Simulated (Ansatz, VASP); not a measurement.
# SnMo2 in VASP and in Ansatz

The input INCAR:

```
SYSTEM = SnMo2
PREC = Accurate
ENCUT = 600
EDIFF = 1E-6
ISMEAR = 0
SIGMA = 0.1
LREAL = .FALSE.
LASPH = .TRUE.
NELM = 80
ALGO = Fast
ISIF = 3
LWAVE = .FALSE.
LCHARG = .FALSE.
GGA = PE
IBRION = 2
NSW = 90
EDIFFG = -0.04
```

The input KPOINTS:

```
regular mesh
0
G
  4 4 6
  0 0 0
```

File POSCAR:

```
SnMo2
1.0
    5.6682417675      0.0000000000      0.0000000000
    0.0000000000      5.6682417675      0.0000000000
    0.0000000000      0.0000000000      3.6509201981
Sn Mo
2 4
Direct
    0.0000000000      0.0000000000      0.0000000000
    0.5000000000      0.5000000000      0.5000000000
    0.3060000000      0.3060000000      0.0000000000
    0.1940000000      0.8060000000      0.5000000000
    0.6940000000      0.6940000000      0.0000000000
    0.8060000000      0.1940000000      0.5000000000
```

Input for Ansatz:

```yaml
crystal:
  lattice:
    - [5.6682417675, 0.0, 0.0]
    - [0.0, 5.6682417675, 0.0]
    - [0.0, 0.0, 3.6509201981]
  atoms:
    - { symbol: Sn, position: [0.0, 0.0, 0.0] }
    - { symbol: Sn, position: [0.5, 0.5, 0.5] }
    - { symbol: Mo, position: [0.306, 0.306, 0.0] }
    - { symbol: Mo, position: [0.194, 0.806, 0.5] }
    - { symbol: Mo, position: [0.694, 0.694, 0.0] }
    - { symbol: Mo, position: [0.806, 0.194, 0.5] }
basis:
  ecutwfc: 420
kpoints:
  mp_grid: { grid: [4, 4, 6] }
hamiltonian:
  xc: pbe
scf:
  occupations: { method: gaussian, width: 0.1 }
  lower_state_search: "off"
output:
  forces: true
  stress: true
  eigenvalues: true
relax:
  adjacent_minimum: "off"
  f_tol: 0.04
  max_steps: 70
  cell: { stress_tol: 0.4 }
```

Alike in both runs: task relaxation of cell and atoms; functional PBE; k mesh 4 × 4 × 6; occupations gaussian, width 0.1 eV; no spin polarisation.

```csv
,VASP,Ansatz
version,VASP 6.6.1,Ansatz 0.2.0
potentials or method,"VASP PAW PBE potentials, release 64 (Sn_d, Mo_sv), cutoff 600 eV","scalar-relativistic, plane waves, PAW"
valence electrons in the cell,84,84
```

Ansatz gave:

* gap on the k mesh at the Fermi level, each at its own relaxed structure (eV): none
* relaxed volume (Å³/atom): 22.72
* relaxed cell length with the largest relative difference (Å): 2.730

Question: Estimate VASP's values.

Answer: gap on the k mesh at the Fermi level, each at its own relaxed structure (eV): none; relaxed volume (Å³/atom): 23.56; relaxed cell length with the largest relative difference (Å): 5.041.

A gap of «none» marks a metal or a gap that the smearing closes. One of these differences is far larger than is usual between the two programs; its cause wasn't traced.

Noted on VASP's run: the volume moved by over 15 % at a fixed basis, so the end points are rough.
